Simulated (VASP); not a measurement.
# GaPbF6 (P1) in VASP: a series of runs

The runs below take GaPbF6 through single point, with PBE.

Everything below comes from runs of VASP 6.6.1. Logs are shortened: lines on timing, memory, paths and dates and some standing lists are left out, and cuts for length are marked.

### Step 1. The cell of the first run

The typed cell holds 8 atoms: a = 5.901 Å, b = 5.847 Å, c = 5.982 Å, α = 62.66°, β = 59.80°, γ = 60.37°.

### Step 2. Single point, PBE

File INCAR:

```
PREC = Accurate ; ENCUT = 520
EDIFF = 1E-6 ; ISMEAR = 0
SIGMA = 0.1 ; LREAL = F
LASPH = T ; NELM = 100
ALGO = Normal ; ISIF = 2
LWAVE = F ; LCHARG = T
GGA = PE ; LELF = T
LVHAR = T ; NBANDS = 44
```

File KPOINTS:

```
regular mesh
0
Gamma
  3 3 3
```

File POSCAR:

```
GaPbF6
1.0
   -0.0009480000      4.2134280000      4.1316130000
    4.0747380000     -0.0625120000      4.1931770000
    4.1276520000      4.3279060000     -0.1154260000
F Ga Pb
6 1 1
Direct
    0.7230337634      0.2779441612      0.2792071135
    0.2610794189      0.7203138355      0.2713732518
    0.2676787823      0.7337194030      0.7316935698
    0.7379872112      0.2686657443      0.7130332437
    0.2483527009      0.2776029982      0.7302492925
    0.7335646434      0.7163623199      0.2633394609
    0.5029304326      0.5084542129      0.4984182473
    1.0021498104     -0.0039840631      0.0078691351
```

Potentials or basis: VASP PAW PBE potentials, release 64 (F, Ga_d, Pb_d).

Command:

```bash
$ cat potpaw_PBE.64/F/POTCAR potpaw_PBE.64/Ga_d/POTCAR potpaw_PBE.64/Pb_d/POTCAR > POTCAR
$ mpirun -np 1 vasp_std > vasp.out
```

OUTCAR:

```text
PREC = Accurate
   ENCUT = 520
   EDIFF = 1E-6
   ISMEAR = 0
   LREAL = F
   LASPH = T
   NELM = 100
   ISIF = 2
   GGA = PE

 ion  position               nearest neighbor table
   1  0.723  0.278  0.279-   7 1.84   8 2.27
   2  0.261  0.720  0.271-   7 2.02   8 2.25
   3  0.268  0.734  0.732-   7 1.88   8 2.21
   4  0.738  0.269  0.713-   7 1.94   8 2.41
   5  0.248  0.278  0.730-   7 2.05   8 2.24
   6  0.734  0.716  0.263-   7 1.86   8 2.31
   7  0.503  0.508  0.498-   1 1.84   6 1.86   3 1.88   4 1.94   2 2.02   5 2.05
   8  0.002  0.996  0.008-   3 2.21   5 2.24   2 2.25   1 2.27   6 2.31   4 2.41

  LATTYP: Found a triclinic cell.
 ALAT       =     5.9241694304
 B/A-ratio  =     1.3847813622
 C/A-ratio  =     0.9961090428
 COS(alpha) =     0.0002346312
 COS(beta)  =     0.4882456504
 COS(gamma) =     0.7017080969

  Lattice vectors:

 A1 = (   4.1286000000,   0.1144780000,  -4.2470390000)
 A2 = (   8.2033380000,   0.0519660000,  -0.0538620000)
 A3 = (   0.0009480000,  -4.2134280000,  -4.1316130000)

Analysis of symmetry for initial positions (statically):
=====================================================================
 Subroutine PRICEL returns:
 Original cell was already a primitive cell.

 Routine SETGRP: Setting up the symmetry group for a
 triclinic supercell.

 Subroutine GETGRP returns: Found  1 space group operations
 (whereof  1 operations were pure point group operations)
 out of a pool of  2 trial point group operations.

The static configuration has the point symmetry C_1 .

Analysis of symmetry for dynamics (positions and initial velocities):
=====================================================================
 Subroutine PRICEL returns:
 Original cell was already a primitive cell.

 Routine SETGRP: Setting up the symmetry group for a
 triclinic supercell.

 Subroutine GETGRP returns: Found  1 space group operations
 (whereof  1 operations were pure point group operations)
 out of a pool of  2 trial point group operations.

The dynamic configuration has the point symmetry C_1 .

 Subroutine INISYM returns: Found  1 space group operations
 (whereof  1 operations are pure point group operations),
 and found     1 'primitive' translations

----------------------------------------------------------------------------------------

                                     Primitive cell

  volume of cell :     148.8522

  direct lattice vectors                    reciprocal lattice vectors
    -0.000948000  4.213428000  4.131613000    -0.121868928  0.119435949  0.120207216
     4.074738000 -0.062512000  4.193177000     0.123394679 -0.114568337  0.116865354
     4.127652000  4.327906000 -0.115426000     0.120427662  0.113127071 -0.115339603

  length of vectors
     5.901118741  5.847232753  5.981772692     0.208726511  0.204962586  0.201503797

  position of ions in fractional coordinates (direct lattice)
     0.723033763  0.277944161  0.279207113
     0.261079419  0.720313836  0.271373252
     0.267678782  0.733719403  0.731693570
     0.737987211  0.268665744  0.713033244
     0.248352701  0.277602998  0.730249292
     0.733564643  0.716362320  0.263339461
     0.502930433  0.508454213  0.498418247
     0.002149810  0.996015937  0.007869135

  ion indices of the primitive-cell ions
   primitive index   ion index
                 1           1
                 2           2
                 3           3
                 4           4
                 5           5
                 6           6
                 7           7
                 8           8

----------------------------------------------------------------------------------------

 KPOINTS: regular mesh

Automatic generation of k-mesh.
 Grid dimensions read from file:
 generate k-points for:    3    3    3

 Generating k-lattice:

  Cartesian coordinates                     Fractional coordinates (reciprocal lattice)
    -0.040622976  0.039811983  0.040069072     0.333333333  0.000000000  0.000000000
     0.041131560 -0.038189446  0.038955118     0.000000000  0.333333333 -0.000000000
     0.040142554  0.037709024 -0.038446534    -0.000000000  0.000000000  0.333333333

  Length of vectors
     0.069575504  0.068320862  0.067167932

  Shift w.r.t. Gamma in fractional coordinates (k-lattice)
     0.000000000  0.000000000  0.000000000

 Subroutine IBZKPT returns following result:
 ===========================================

 Found     14 irreducible k-points:

 Following reciprocal coordinates:
            Coordinates               Weight
  0.000000  0.000000  0.000000      1.000000
  0.333333  0.000000 -0.000000      2.000000
  0.000000  0.333333 -0.000000      2.000000
  0.333333  0.333333  0.000000      2.000000
 -0.333333  0.333333 -0.000000      2.000000
  0.000000  0.000000  0.333333      2.000000
  0.333333 -0.000000  0.333333      2.000000
 -0.333333  0.000000  0.333333      2.000000
  0.000000  0.333333  0.333333      2.000000
  0.333333  0.333333  0.333333      2.000000
 -0.333333  0.333333  0.333333      2.000000
 -0.000000 -0.333333  0.333333      2.000000
  0.333333 -0.333333  0.333333      2.000000
 -0.333333 -0.333333  0.333333      2.000000
   k-points           NKPTS =     14   k-points in BZ     NKDIM =     14   number of bands    NBANDS=     44
   number of dos      NEDOS =    301   number of ions     NIONS =      8
   total plane-waves  NPLWV = 110592
   dimension x,y,z NGX =    48 NGY =   48 NGZ =   48
   dimension x,y,z NGXF=    96 NGYF=   96 NGZF=   96
   ions per type =               6   1   1
   NGX,Y,Z   is equivalent  to a cutoff of  13.52, 13.65, 13.34 a.u.
   NGXF,Y,Z  is equivalent  to a cutoff of  27.05, 27.29, 26.68 a.u.
 SYSTEM =  unknown system
   PREC   = accura    normal or accurate (medium, high low for compatibility)
   ISTART =      0    job   : 0-new  1-cont  2-samecut
   ICHARG =      2    charge: 1-file 2-atom 10-const
   ISPIN  =      1    spin polarized calculation?
   LNONCOLLINEAR =      F non collinear calculations
   LSORBIT =      F    spin-orbit coupling
   LASPH  =      T    aspherical Exc in radial PAW
   ENCUT  =  520.0 eV  38.22 Ry    6.18 a.u.  10.97 10.87 11.12*2*pi/ulx,y,z
   NELM   =    100;   NELMIN=  2; NELMDL= -5     # of ELM steps
   EDIFF  = 0.1E-05   stopping-criterion for ELM
   LREAL  =      F    real-space projection
   EDIFFG = 0.1E-04   stopping-criterion for IOM
   NSW    =      0    number of steps for IOM
   IBRION =     -1    ionic relax: 0-MD 1-quasi-New 2-CG
   NFREE  =      0    steps in history (QN), initial steepest desc. (CG)
   ISIF   =      2    stress and relaxation
   ISYM   =      2    0-nonsym 1-usesym 2-fastsym
   POTIM  = 0.5000    time-step for ionic-motion
   TEBEG  =    0.0;   TEEND  =   0.0 temperature during run
   PSTRESS=    0.0 pullay stress
   NELECT =      69.0000    total number of electrons
   NUPDOWN=      -1.0000    fix difference up-down
   EMIN   =  10.00;   EMAX   =-10.00  energy-range for DOS
   EFERMI =   0.00;   METHOD = LEGACY
   ISMEAR =     0;   SIGMA  =   0.10  broadening in eV -4-tet -1-fermi 0-gaus
   EFERMI_NEDOS =   21; number of points for ismear=-14 and -15
   IALGO  =     38    algorithm
   IMIX   =      4    mixing-type and parameters
     AMIX     =   0.40;   BMIX     =  1.00
     AMIX_MAG =   1.60;   BMIX_MAG =  1.00
  volume/ion in A,a.u.               =      18.61       125.56
  Fermi-wavevector in a.u.,A,eV,Ry     =   1.266989  2.394262 21.840895  1.605260
  Thomas-Fermi vector in A             =   2.400160
   LORBIT       =      0    0 simple, 1 ext, 2 COOP (PROOUT), +10 PAW based schemes
   GGA     = PE    functional components
   LHFCALC =     F    Hartree Fock is set to
   AEXX    =    0.0000 exact exchange contribution
   IVDW    =     0    specifies the selected vdW correction
   LEPSILON=     F    determine dielectric tensor
   LRPA    =     F    only Hartree local field effects (RPA)
 non-spin polarized calculation
 Gauss-broadening in eV      SIGMA  =   0.10
  energy-cutoff  :      520.00
  volume of cell :      148.85
 maximum number of plane-waves:      4023
 NGX is ok and might be reduce to    48
   NGX = 21   NGY = 21   NGZ = 23

 number of electron      68.9999997 magnetization

 Free energy of the ion-electron system (eV)
  ---------------------------------------------------
  ext. energy  EPLUGINS =         0.00000000
  ---------------------------------------------------
  free energy    TOTEN  =       -35.30738711 eV

  energy without entropy =      -35.29846308  energy(sigma->0) =      -35.30292510

 E-fermi :  -1.5441     XC(G=0):  -7.8785

 val. band max:       -1.5513881716   @ k =   0.0000   0.3333   0.3333
 cond. band min:      -1.3146970908   @ k =  -0.3333   0.0000   0.3333
 fundamental gap:      0.2366910807
 Fermi energy:        -1.5440780921

 k-point     1 :       0.0000    0.0000    0.0000
  band No.  band energies     occupation
      1     -23.8599      2.00000
      2     -23.4860      2.00000
      3     -23.2598      2.00000
      4     -22.9022      2.00000
      5     -22.7742      2.00000
      6     -22.5444      2.00000
[... 36 lines left out ...]
     43      10.5886      0.00000
     44      10.6672      0.00000

 k-point     2 :       0.3333    0.0000   -0.0000
  band No.  band energies     occupation
      1     -23.7876      2.00000
      2     -23.5479      2.00000
      3     -23.2576      2.00000
      4     -22.9143      2.00000
      5     -22.7752      2.00000
      6     -22.5596      2.00000
[... 36 lines left out ...]
     43      10.0624      0.00000
     44      11.0052      0.00000

 k-point     3 :       0.0000    0.3333   -0.0000
  band No.  band energies     occupation
      1     -23.7929      2.00000
      2     -23.5367      2.00000
      3     -23.2680      2.00000
      4     -22.9019      2.00000
      5     -22.7934      2.00000
      6     -22.5469      2.00000
[... 506 lines left out ...]
     43      10.4047      0.00000
     44      10.5081      0.00000

 k-point    14 :      -0.3333   -0.3333    0.3333
  band No.  band energies     occupation
      1     -23.7735      2.00000
      2     -23.5542      2.00000
      3     -23.2673      2.00000
      4     -22.9004      2.00000
      5     -22.7858      2.00000
      6     -22.5595      2.00000
[... 36 lines left out ...]
     43      10.1374      0.00000
     44      10.6047      0.00000

------------------------ aborting loop because EDIFF is reached ----------------------------------------

  FORCE on cell =-STRESS in cart. coord.  units (eV):
  Direction    XX          YY          ZZ          XY          YZ          ZX
  --------------------------------------------------------------------------------------
  -------------------------------------------------------------------------------------
  Total        3.0346509     -3.9825997     -1.0438757     -0.0594255      0.3331561      0.3732515
  in kB       32.6635964    -42.8668853    -11.2358015     -0.6396291      3.5859400      4.0175092
  external PRESSURE =      -7.1463635 kB  Pullay stress =       0.0000000 kB

 VOLUME and BASIS-vectors are now :
 -----------------------------------------------------------------------------
  energy-cutoff  :      520.00
  volume of cell :      148.85
      direct lattice vectors                 reciprocal lattice vectors
    -0.000948000  4.213428000  4.131613000    -0.121868928  0.119435949  0.120207216
     4.074738000 -0.062512000  4.193177000     0.123394679 -0.114568337  0.116865354
     4.127652000  4.327906000 -0.115426000     0.120427662  0.113127071 -0.115339603

 POSITION                                       TOTAL-FORCE (eV/Angst)
 -----------------------------------------------------------------------------------
      2.28433      4.23746      4.12054        -0.981455     -0.098529     -0.237209
      4.05498      2.22949      4.06776         0.137364      0.243098      0.063579
      6.00964      4.24868      4.09810        -0.185633     -0.044195      0.028339
      4.03720      6.17860      4.09334         0.218299      0.308532     -0.112434
      4.14514      4.18951      2.10585         0.017282      0.100575      0.438789
      4.00527      4.18575      6.00424         0.237017     -0.087064      0.853874
      4.12864      4.24438      4.15242         0.210530     -0.001821     -1.113258
      4.09098     -0.01915      4.18445         0.346595     -0.420596      0.078322
 -----------------------------------------------------------------------------------
    total drift:                                0.000772     -0.000391     -0.000666

  FREE ENERGIE OF THE ION-ELECTRON SYSTEM (eV)
  ---------------------------------------------------
  free  energy   TOTEN  =       -35.3073871088 eV

  energy  without entropy=      -35.2984630847  energy(sigma->0) =      -35.30292510
```

Wall time 3.2 min (1 thread of AMD EPYC 7R43 (Zen 3), shared host); peak memory 0.31 GiB.

Results:

| Item | Value |
| --- | --- |
| Free energy | -35.3074 eV |
| Pressure | -0.7 GPa |
| Largest force | 1.133 eV/Å |

Forces in eV/Å, atoms in the order of the input:
```
F   -0.981 -0.099 -0.237
F    0.137  0.243  0.064
F   -0.186 -0.044  0.028
F    0.218  0.309 -0.112
F    0.017  0.101  0.439
F    0.237 -0.087  0.854
Ga   0.211 -0.002 -1.113
Pb   0.347 -0.421  0.078
```

Levels at points of the mesh, in eV from the Fermi level:
```csv
k point,band 31,band 32,band 33,band 34,band 35,band 36,band 37,band 38,band 39,band 40
"(0.00, 0.00, 0.00)",-1.92,-1.86,-1.67,-1.51,-1.42,6.48,6.70,7.07,7.20,8.22
```

Caveat: the k points lie up to 0.44 Å⁻¹ apart; spin-orbit coupling is left out, which moves the levels of the heavy elements; an odd number of electrons without spin polarisation forces a metal; a magnetic or distorted state may lie lower.

### Step 3. Single point, PBE

File INCAR:

```
SYSTEM = GaPbF6
ALGO = Normal ; EDIFF = 1E-6
ENCUT = 520 ; GGA = PE
ISIF = 2 ; ISMEAR = 0
LASPH = .TRUE. ; LCHARG = .FALSE.
LREAL = .FALSE. ; LWAVE = .FALSE.
NBANDS = 44 ; NELM = 100
PREC = Accurate ; SIGMA = 0.1
```

File KPOINTS:

```
k-points
0
G
  3 3 3
  0 0 0
```

File POSCAR:

```
GaPbF6
1.0
   -0.0009480000      4.2134280000      4.1316130000
    4.0747380000     -0.0625120000      4.1931770000
    4.1276520000      4.3279060000     -0.1154260000
F Ga Pb
6 1 1
Direct
    0.7055517988      0.2932435035      0.2964141396
    0.2645057067      0.7049494325      0.2900643055
    0.2799947212      0.7202219641      0.7166063490
    0.7282955936      0.2767774895      0.6952380361
    0.2588938350      0.3023681868      0.7085791851
    0.7213650433      0.7053154877      0.2691930023
    0.5033527501      0.5123082890      0.4989699048
    1.0032079369     -0.0060390019      0.0088571884
```

Potentials or basis: VASP PAW PBE potentials, release 64 (F, Ga_d, Pb_d).

Command:

```bash
$ cat potpaw_PBE.64/F/POTCAR potpaw_PBE.64/Ga_d/POTCAR potpaw_PBE.64/Pb_d/POTCAR > POTCAR
$ mpirun -np 1 vasp_std > vasp.out
```

It took 3 min on 1 thread of AMD EPYC 7R43 (Zen 3), shared host; peak memory 0.32 GiB.

The run converged. Its results:

```yaml
Free_energy: -34.1830 eV
Pressure: 5.2 GPa
Largest_force: 4.678 eV/Å
```

Forces on the atoms (eV/Å):
```
F   -4.658 -0.212 -0.374
F    0.121 -1.630  0.157
F    3.250  0.009  0.059
F    0.273  2.672 -0.141
F    0.034  0.184 -1.769
F    0.189 -0.219  3.941
Ga   0.490 -0.573 -2.203
Pb   0.301 -0.231  0.329
```

Stress tensor (GPa, compression positive):
```
10.76 -0.07  0.15
-0.07  0.65  0.29
 0.15  0.29  4.22
```

Levels at points of the mesh, in eV from the Fermi level:
```
           k point  band 33  band 34  band 35  band 36  band 37  band 38
(0.00, 0.00, 0.00)    -0.80    -0.74    -0.65     6.47     6.93     6.95
```

Caveat: the k points lie up to 0.44 Å⁻¹ apart; spin-orbit coupling is left out, which moves the levels of the heavy elements; an odd number of electrons without spin polarisation forces a metal; a magnetic or distorted state may lie lower.
